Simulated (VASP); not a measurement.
# CdS in VASP: notebook

The runs below take CdS through single point, with r2SCAN, PBE.

Everything below comes from runs of VASP 6.6.1. Logs are shortened: lines on timing, memory, paths and dates and some standing lists are left out, and cuts for length are marked.

### Step 1. The cell of the first run

Symmetry: P6_3mc, No. 186, hexagonal system. Conventional cell: a = 4.227 Å, b = 4.227 Å, c = 6.670 Å, α = 90.00°, β = 90.00°, γ = 120.00°. Within 3.4 Å of Cd (site symmetry 3m) lie 4 S at 2.56 Å. S (site symmetry 3m) has 4 Cd at 2.56 Å within 3.4 Å.

### Step 2. Single point, r2SCAN (epitaxial xy strain +1.5%)

POSCAR reads:

```
CdS
1.0
    4.2270702871      0.0000000000      0.0000000000
   -2.1135351436      3.6607502522      0.0000000000
    0.0000000000      0.0000000000      6.6695129162
Cd S
2 2
Direct
    0.3333333333      0.6666666667     -0.0044062320
    0.6666666667      0.3333333333      0.4955937680
    0.3333333333      0.6666666667      0.3794062320
    0.6666666667      0.3333333333      0.8794062320
```

INCAR.step1 reads:

```
SYSTEM = CdS
ALGO = Normal
EDIFF = 1E-4
ENCUT = 520
GGA = PE
ISMEAR = 0
LASPH = .True.
LCHARG = .False.
LREAL = .False.
LWAVE = .True.
NBANDS = 26
NELM = 60
PREC = Accurate
SIGMA = 0.01
```

INCAR.step2 reads:

```
SYSTEM = CdS
ALGO = Normal
EDIFF = 1E-7
ENCUT = 520
ISIF = 2
ISMEAR = 0
ISTART = 1
LASPH = .True.
LCHARG = .True.
LELF = .True.
LMIXTAU = .True.
LREAL = .False.
LVHAR = .True.
LWAVE = .False.
METAGGA = R2SCAN
NBANDS = 26
NELM = 60
PREC = Accurate
SIGMA = 0.01
```

KPOINTS reads:

```
k-points
0
Gamma
  12 12 4
  0 0 0
```

Potentials or basis: VASP PAW PBE potentials, release 64 (Cd, S).

Started as:

```
> cat potpaw_PBE.64/Cd/POTCAR potpaw_PBE.64/S/POTCAR > POTCAR
> cp INCAR.step1 INCAR
> mpirun -np 1 vasp_std > vasp.out
> cp INCAR.step2 INCAR
> mpirun -np 1 vasp_std > vasp.out
```

OUTCAR:

```text
SYSTEM = CdS
   EDIFF = 1E-7
   ENCUT = 520
   ISIF = 2
   ISMEAR = 0
   ISTART = 1
   LASPH = .True.
   LREAL = .False.
   METAGGA = R2SCAN
   NELM = 60
   PREC = Accurate

 ion  position               nearest neighbor table
   1  0.333  0.667  0.996-   3 2.56   4 2.56   4 2.56   4 2.56
   2  0.667  0.333  0.496-   4 2.56   3 2.56   3 2.56   3 2.56
   3  0.333  0.667  0.379-   1 2.56   2 2.56   2 2.56   2 2.56
   4  0.667  0.333  0.879-   2 2.56   1 2.56   1 2.56   1 2.56

  LATTYP: Found a hexagonal cell.
 ALAT       =     4.2270702871
 C/A-ratio  =     1.5778097981

  Lattice vectors:

 A1 = (   4.2270702871,   0.0000000000,   0.0000000000)
 A2 = (  -2.1135351436,   3.6607502522,   0.0000000000)
 A3 = (   0.0000000000,   0.0000000000,   6.6695129162)

Analysis of symmetry for initial positions (statically):
=====================================================================
 Subroutine PRICEL returns:
 Original cell was already a primitive cell.

 Routine SETGRP: Setting up the symmetry group for a
 hexagonal supercell.

 Subroutine GETGRP returns: Found 12 space group operations
 (whereof  6 operations were pure point group operations)
 out of a pool of 24 trial point group operations.

The static configuration has the point symmetry C_3v.
 The point group associated with its full space group is C_6v.

Analysis of symmetry for dynamics (positions and initial velocities):
=====================================================================
 Subroutine PRICEL returns:
 Original cell was already a primitive cell.

 Routine SETGRP: Setting up the symmetry group for a
 hexagonal supercell.

 Subroutine GETGRP returns: Found 12 space group operations
 (whereof  6 operations were pure point group operations)
 out of a pool of 24 trial point group operations.

The dynamic configuration has the point symmetry C_3v.
 The point group associated with its full space group is C_6v.

 Subroutine INISYM returns: Found 12 space group operations
 (whereof  6 operations are pure point group operations),
 and found     1 'primitive' translations

----------------------------------------------------------------------------------------

                                     Primitive cell

  volume of cell :     103.2057

  direct lattice vectors                    reciprocal lattice vectors
     4.227070287  0.000000000  0.000000000     0.236570469  0.136584024  0.000000000
    -2.113535144  3.660750252  0.000000000     0.000000000  0.273168048  0.000000000
     0.000000000  0.000000000  6.669512916     0.000000000  0.000000000  0.149935987

  length of vectors
     4.227070287  4.227070287  6.669512916     0.273168048  0.273168048  0.149935987

  position of ions in fractional coordinates (direct lattice)
     0.333333333  0.666666667  0.995593768
     0.666666667  0.333333333  0.495593768
     0.333333333  0.666666667  0.379406232
     0.666666667  0.333333333  0.879406232

  ion indices of the primitive-cell ions
   primitive index   ion index
                 1           1
                 2           2
                 3           3
                 4           4

----------------------------------------------------------------------------------------

 KPOINTS: k-points

Automatic generation of k-mesh.
 Grid dimensions read from file:
 generate k-points for:   12   12    4

 Generating k-lattice:

  Cartesian coordinates                     Fractional coordinates (reciprocal lattice)
     0.019714206  0.011382002  0.000000000     0.083333333 -0.000000000  0.000000000
     0.000000000  0.022764004  0.000000000     0.000000000  0.083333333  0.000000000
     0.000000000  0.000000000  0.037483997     0.000000000  0.000000000  0.250000000

  Length of vectors
     0.022764004  0.022764004  0.037483997

  Shift w.r.t. Gamma in fractional coordinates (k-lattice)
     0.000000000  0.000000000  0.000000000

 Subroutine IBZKPT returns following result:
 ===========================================

 Found     57 irreducible k-points:

 Following reciprocal coordinates:
            Coordinates               Weight
  0.000000  0.000000  0.000000      1.000000
  0.083333  0.000000  0.000000      6.000000
  0.166667  0.000000  0.000000      6.000000
  0.250000  0.000000  0.000000      6.000000
  0.333333  0.000000  0.000000      6.000000
  0.416667 -0.000000  0.000000      6.000000
[... 16 lines left out ...]
  0.250000  0.000000  0.250000     12.000000
  0.333333  0.000000  0.250000     12.000000
 [... further k-points ...]
   k-points           NKPTS =     57   k-points in BZ     NKDIM =     57   number of bands    NBANDS=     26
   number of dos      NEDOS =    301   number of ions     NIONS =      4
   total plane-waves  NPLWV =  51200
   dimension x,y,z NGX =    32 NGY =   32 NGZ =   50
   dimension x,y,z NGXF=    64 NGYF=   64 NGZF=  100
   ions per type =               2   2
   NGX,Y,Z   is equivalent  to a cutoff of  12.59, 12.59, 12.46 a.u.
   NGXF,Y,Z  is equivalent  to a cutoff of  25.17, 25.17, 24.93 a.u.
 SYSTEM =  CdS
   PREC   = accura    normal or accurate (medium, high low for compatibility)
   ISTART =      1    job   : 0-new  1-cont  2-samecut
   ICHARG =      0    charge: 1-file 2-atom 10-const
   ISPIN  =      1    spin polarized calculation?
   LNONCOLLINEAR =      F non collinear calculations
   LSORBIT =      F    spin-orbit coupling
   LASPH  =      T    aspherical Exc in radial PAW
   ENCUT  =  520.0 eV  38.22 Ry    6.18 a.u.   7.86  7.86 12.40*2*pi/ulx,y,z
   NELM   =     60;   NELMIN=  2; NELMDL=  0     # of ELM steps
   EDIFF  = 0.1E-06   stopping-criterion for ELM
   LREAL  =      F    real-space projection
   EDIFFG = 0.1E-05   stopping-criterion for IOM
   NSW    =      0    number of steps for IOM
   IBRION =     -1    ionic relax: 0-MD 1-quasi-New 2-CG
   NFREE  =      0    steps in history (QN), initial steepest desc. (CG)
   ISIF   =      2    stress and relaxation
   ISYM   =      2    0-nonsym 1-usesym 2-fastsym
   POTIM  = 0.5000    time-step for ionic-motion
   TEBEG  =    0.0;   TEEND  =   0.0 temperature during run
   PSTRESS=    0.0 pullay stress
   NELECT =      36.0000    total number of electrons
   NUPDOWN=      -1.0000    fix difference up-down
   EMIN   =  10.00;   EMAX   =-10.00  energy-range for DOS
   EFERMI =   0.00;   METHOD = LEGACY
   ISMEAR =     0;   SIGMA  =   0.01  broadening in eV -4-tet -1-fermi 0-gaus
   EFERMI_NEDOS =   21; number of points for ismear=-14 and -15
   IALGO  =     38    algorithm
   IMIX   =      4    mixing-type and parameters
     AMIX     =   0.40;   BMIX     =  1.00
     AMIX_MAG =   1.60;   BMIX_MAG =  1.00
  volume/ion in A,a.u.               =      25.80       174.12
  Fermi-wavevector in a.u.,A,eV,Ry     =   1.152412  2.177743 18.069263  1.328053
  Thomas-Fermi vector in A             =   2.289063
   LORBIT       =      0    0 simple, 1 ext, 2 COOP (PROOUT), +10 PAW based schemes
   METAGGA = R2SCAN    functional components
   LHFCALC =     F    Hartree Fock is set to
   AEXX    =    0.0000 exact exchange contribution
   IVDW    =     0    specifies the selected vdW correction
   LEPSILON=     F    determine dielectric tensor
   LRPA    =     F    only Hartree local field effects (RPA)
 non-spin polarized calculation
 Gauss-broadening in eV      SIGMA  =   0.01
  energy-cutoff  :      520.00
  volume of cell :      103.21
 maximum number of plane-waves:      2805
 NGX is ok and might be reduce to    32
   NGX = 15   NGY = 15   NGZ = 25

 number of electron      36.0000002 magnetization

 Free energy of the ion-electron system (eV)
  ---------------------------------------------------
  ext. energy  EPLUGINS =         0.00000000
  ---------------------------------------------------
  free energy    TOTEN  =       -59.37229322 eV

  energy without entropy =      -59.37229322  energy(sigma->0) =      -59.37229322

 E-fermi :   0.7695     XC(G=0):  -9.5321

 val. band max:        0.7299736244   @ k =   0.0000   0.0000   0.0000
 cond. band min:       2.3136459139   @ k =   0.0000   0.0000   0.0000
 fundamental gap:      1.5836722896
 Fermi energy:         0.7695244957

 k-point     1 :       0.0000    0.0000    0.0000
  band No.  band energies     occupation
      1     -11.9165      2.00000
      2     -11.4988      2.00000
      3      -7.0896      2.00000
      4      -7.0896      2.00000
      5      -7.0761      2.00000
      6      -7.0088      2.00000
[... 18 lines left out ...]
     25       8.7357      0.00000
     26       8.9388      0.00000

 k-point     2 :       0.0833    0.0000    0.0000
  band No.  band energies     occupation
      1     -11.8937      2.00000
      2     -11.4893      2.00000
      3      -7.0831      2.00000
      4      -7.0793      2.00000
      5      -7.0562      2.00000
      6      -6.9975      2.00000
[... 18 lines left out ...]
     25       8.8450      0.00000
     26       8.8908      0.00000

 k-point     3 :       0.1667    0.0000    0.0000
  band No.  band energies     occupation
      1     -11.8303      2.00000
      2     -11.4644      2.00000
      3      -7.0598      2.00000
      4      -7.0526      2.00000
      5      -7.0024      2.00000
      6      -6.9623      2.00000
[... 18 lines left out ...]
     25       8.8174      0.00000
     26       9.3192      0.00000

 k-point     4 :       0.2500    0.0000    0.0000
  band No.  band energies     occupation
      1     -11.7400      2.00000
      2     -11.4335      2.00000
      3      -7.0313      2.00000
      4      -7.0199      2.00000
      5      -6.9248      2.00000
      6      -6.9060      2.00000
[... 18 lines left out ...]
     25       9.1950      0.00000
     26       9.9117      0.00000
[... 496 lines left out ...]
      1     -11.7733      2.00000
      2     -11.5135      2.00000
      3      -7.0451      2.00000
      4      -7.0414      2.00000
      5      -6.9890      2.00000
      6      -6.9744      2.00000
[... 18 lines left out ...]
     25       8.8510      0.00000
     26       8.9797      0.00000

 k-point    23 :       0.2500    0.0000    0.2500
  band No.  band energies     occupation
      1     -11.6908      2.00000
      2     -11.4732      2.00000
      3      -7.0194      2.00000
      4      -7.0046      2.00000
      5      -6.9433      2.00000
      6      -6.9239      2.00000
[... 18 lines left out ...]
     25       8.9658      0.00000
     26       9.5828      0.00000

 k-point    24 :       0.3333    0.0000    0.2500
  band No.  band energies     occupation
      1     -11.6037      2.00000
      2     -11.4374      2.00000
      3      -7.0029      2.00000
      4      -6.9725      2.00000
      5      -6.9005      2.00000
      6      -6.8740      2.00000
[... 18 lines left out ...]
     25       9.1059      0.00000
     26      10.2628      0.00000

 [... further k-points ...]
[... 5 lines left out ...]
  --------------------------------------------------------------------------------------
  -------------------------------------------------------------------------------------
  Total       -0.7186495     -0.7186495      0.1745446      0.0000000      0.0000000      0.0000000
  in kB      -11.1563991    -11.1563991      2.7096511      0.0000000      0.0000000      0.0000000
  external PRESSURE =      -6.5343823 kB  Pullay stress =       0.0000000 kB

 VOLUME and BASIS-vectors are now :
 -----------------------------------------------------------------------------
  energy-cutoff  :      520.00
  volume of cell :      103.21
      direct lattice vectors                 reciprocal lattice vectors
     4.227070287  0.000000000  0.000000000     0.236570469  0.136584024  0.000000000
    -2.113535144  3.660750252  0.000000000     0.000000000  0.273168048  0.000000000
     0.000000000  0.000000000  6.669512916     0.000000000  0.000000000  0.149935987

 POSITION                                       TOTAL-FORCE (eV/Angst)
 -----------------------------------------------------------------------------------
     -0.00000      2.44050      6.64013        -0.000000     -0.000000     -0.002729
      2.11354      1.22025      3.30537         0.000000     -0.000000     -0.002729
     -0.00000      2.44050      2.53045         0.000000     -0.000000      0.002729
      2.11354      1.22025      5.86521         0.000000      0.000000      0.002729
 -----------------------------------------------------------------------------------
    total drift:                               -0.000000      0.000000     -0.006486

  FREE ENERGIE OF THE ION-ELECTRON SYSTEM (eV)
  ---------------------------------------------------
  free  energy   TOTEN  =       -59.3722932211 eV

  energy  without entropy=      -59.3722932211  energy(sigma->0) =      -59.37229322
```

Wall time 5.7 min (1 thread of AMD EPYC 9R45 (Zen 5), shared host); peak memory 0.28 GiB.

Results:

```
Free energy            : -59.3723 eV
Pressure               : -0.7 GPa
Band gap on the k mesh : 1.58 eV
```

Forces on the atoms (eV/Å):
```
Cd   0.000  0.000 -0.003
Cd   0.000  0.000 -0.003
S    0.000  0.000  0.003
S    0.000  0.000  0.003
```

Caveat: the cell differs from its parent crystal (epitaxial xy strain +1.5%); the PAW data sets were made with another functional, which shifts forces and pressure a little. A k mesh can miss the band edges.

(Continued in part 2 of 2.)
